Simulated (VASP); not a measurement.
# LiNbO3 (R3c) in VASP: further runs, part 3 of 3

VASP 6.6.1.

**6. Single point, r2SCAN**

This run uses another cell than the first one, of 10.90 Å³/atom, 1.026 times its volume.

Input file POSCAR:

```
LiNbO3
1.0
    2.5947962786      1.4981063299      4.6721918219
   -2.5947962786      1.4981063299      4.6721918219
    0.0000000000     -2.9962126598      4.6721918219
Li Nb O
2 2 6
Direct
    0.2815794056      0.2815794056      0.2815794056
    0.7815794056      0.7815794056      0.7815794056
    0.0003835626      0.0003835626      0.0003835626
    0.5003835626      0.5003835626      0.5003835626
    0.1104449530      0.3580283577      0.7212337410
    0.7212337410      0.1104449530      0.3580283577
    0.3580283577      0.7212337410      0.1104449530
    0.2212337410      0.8580283577      0.6104449530
    0.8580283577      0.6104449530      0.2212337410
    0.6104449530      0.2212337410      0.8580283577
```

Input file INCAR.step1:

```
PREC = Accurate
ENCUT = 520
ISMEAR = 0
SIGMA = 0.02
LREAL = False
LASPH = True
NELM = 80
NBANDS = 45
GGA = PE
ALGO = Normal
EDIFF = 1E-4
LWAVE = True
LCHARG = False
```

Input file INCAR.step2:

```
PREC = Accurate
ENCUT = 520
EDIFF = 1E-7
ISMEAR = 0
SIGMA = 0.02
LREAL = False
LASPH = True
NELM = 80
ALGO = Normal
ISIF = 2
LWAVE = False
LCHARG = False
METAGGA = R2SCAN
LMIXTAU = True
NBANDS = 45
ISTART = 1
```

Input file KPOINTS:

```
Automatic mesh
0
Gamma
  6 6 6
```

Potentials or basis: VASP PAW PBE potentials, release 64 (Li_sv, Nb_sv, O).

On the command line:

```bash
$ cat potpaw_PBE.64/Li_sv/POTCAR potpaw_PBE.64/Nb_sv/POTCAR potpaw_PBE.64/O/POTCAR > POTCAR
$ cp INCAR.step1 INCAR
$ mpirun -np 1 vasp_std > vasp.out
$ cp INCAR.step2 INCAR
$ mpirun -np 1 vasp_std > vasp.out
```

OUTCAR:

```text
PREC = Accurate
   ENCUT = 520
   EDIFF = 1E-7
   ISMEAR = 0
   LREAL = False
   LASPH = True
   NELM = 80
   ISIF = 2
   METAGGA = R2SCAN
   ISTART = 1

 ion  position               nearest neighbor table
   1  0.282  0.282  0.282-   8 2.08  10 2.08   9 2.08   5 2.27   7 2.27   6 2.27
   2  0.782  0.782  0.782-   7 2.08   6 2.08   5 2.08   9 2.27   8 2.27  10 2.27
   3  0.000  0.000  0.000-   5 1.88   6 1.88   7 1.88   9 2.16   8 2.16  10 2.16
   4  0.500  0.500  0.500-   9 1.88  10 1.88   8 1.88   5 2.16   7 2.16   6 2.16
   5  0.110  0.358  0.721-   3 1.88   2 2.08   4 2.16   1 2.27
   6  0.721  0.110  0.358-   3 1.88   2 2.08   4 2.16   1 2.27
   7  0.358  0.721  0.110-   3 1.88   2 2.08   4 2.16   1 2.27
   8  0.221  0.858  0.610-   4 1.88   1 2.08   3 2.16   2 2.27
   9  0.858  0.610  0.221-   4 1.88   1 2.08   3 2.16   2 2.27
  10  0.610  0.221  0.858-   4 1.88   1 2.08   3 2.16   2 2.27

  LATTYP: Found a trigonal (rhomboedric) cell.
 ALAT       =     5.5503753678
 COS(alpha) =     0.5628889170

  Lattice vectors:

 A1 = (   2.5947962786,   1.4981063299,   4.6721918219)
 A2 = (  -2.5947962786,   1.4981063299,   4.6721918219)
[... 198 lines left out ...]
 cond. band min:       6.9053270017   @ k =   0.5000   0.3333   0.0000
 fundamental gap:      3.9650104670
 Fermi energy:         3.0842168403

 k-point     1 :       0.0000    0.0000    0.0000
  band No.  band energies     occupation
      1     -53.0075      2.00000
      2     -52.9928      2.00000
      3     -40.9923      2.00000
      4     -40.9900      2.00000
      5     -28.5620      2.00000
      6     -28.5620      2.00000
[... 1141 lines left out ...]
     44      12.8808      0.00000
     45      13.9078      0.00000

 [... further k-points ...]
[... 5 lines left out ...]
  --------------------------------------------------------------------------------------
  -------------------------------------------------------------------------------------
  Total       -3.0400333     -3.0400333     -2.9343520      0.0000000      0.0000000      0.0000000
  in kB      -44.6962522    -44.6962522    -43.1424666      0.0000000      0.0000000      0.0000000
  external PRESSURE =     -44.1783237 kB  Pullay stress =       0.0000000 kB

 VOLUME and BASIS-vectors are now :
 -----------------------------------------------------------------------------
  energy-cutoff  :      520.00
  volume of cell :      108.97
      direct lattice vectors                 reciprocal lattice vectors
     2.594796279  1.498106330  4.672191822     0.192693355  0.111251560  0.071344103
    -2.594796279  1.498106330  4.672191822    -0.192693355  0.111251560  0.071344103
     0.000000000 -2.996212660  4.672191822     0.000000000 -0.222503121  0.071344103

 POSITION                                       TOTAL-FORCE (eV/Angst)
 -----------------------------------------------------------------------------------
      0.00000      0.00000      3.94678         0.000000     -0.000000     -0.030524
      0.00000      0.00000     10.95507         0.000000     -0.000000     -0.030524
      0.00000      0.00000      0.00538         0.000000     -0.000000      0.076889
      0.00000      0.00000      7.01366         0.000000     -0.000000      0.076889
     -0.64243     -1.45915      5.55854         0.082185     -0.055581     -0.015455
      1.58487      0.17321      5.55854         0.007042      0.098964     -0.015455
     -0.94244      1.28593      5.55854        -0.089226     -0.043384     -0.015455
     -1.65235     -0.21217      7.89464         0.089226     -0.043384     -0.015455
      0.64243      1.53707      7.89464        -0.082185     -0.055581     -0.015455
      1.00992     -1.32489      7.89464        -0.007042      0.098964     -0.015455
 -----------------------------------------------------------------------------------
    total drift:                               -0.000000     -0.000001     -0.137866

  FREE ENERGIE OF THE ION-ELECTRON SYSTEM (eV)
  ---------------------------------------------------
  free  energy   TOTEN  =      -118.6100251945 eV

  energy  without entropy=     -118.6100251945  energy(sigma->0) =     -118.61002519
```

It took 28 min on 1 thread of AMD EPYC 7R13, shared host; peak memory 0.33 GiB.

What came out:

```yaml
Free_energy: -118.6100 eV
Largest_force: 0.100 eV/Å
Band_gap_on_the_k_mesh: 3.96 eV, indirect (least direct gap 3.98 eV)
```

Forces on the atoms (eV/Å):
```
Li   0.000  0.000 -0.031
Li   0.000  0.000 -0.031
Nb   0.000  0.000  0.077
Nb   0.000  0.000  0.077
O    0.082 -0.056 -0.015
O    0.007  0.099 -0.015
O   -0.089 -0.043 -0.015
O    0.089 -0.043 -0.015
O   -0.082 -0.056 -0.015
O   -0.007  0.099 -0.015
```

Caveat: the cutoff is under 1.25 times the usual one of these potentials, so pressure, stress and relaxed cells hold a basis-set (Pulay) error; the PAW data sets were made with another functional, which shifts forces and pressure a little. r2SCAN opens gaps a little over a GGA but as a rule still falls short of measured ones.

**7. Summary**

```csv
level,cell,smearing,gap on the mesh (eV),largest force (eV/Å)
PBE,"a = 5.498 Å, angles 55.9°, 10 atoms",gaussian 0.1 eV,3.58,0.21
PBE,"a = 5.544 Å, angles 55.8°, 10 atoms",gaussian 0.1 eV,3.54,0.02
PBE,"a = 5.550 Å, angles 55.7°, 10 atoms",gaussian 0.02 eV,3.55,0.02
r2SCAN,"a = 5.550 Å, angles 55.7°, 10 atoms",gaussian 0.02 eV,3.96,0.10
```

Alike in all rows: task single point; potentials or basis VASP PAW PBE potentials, release 64 (Li_sv, Nb_sv, O); no spin polarisation; k mesh 6 × 6 × 6; cutoff (eV) 520.

Caveats: the cutoff is under 1.25 times the usual one of these potentials, so pressure, stress and relaxed cells hold a basis-set (Pulay) error; the PAW data sets were made with another functional, which shifts forces and pressure a little (some runs).

Absolute energies hang on the potentials; compare differences alone.
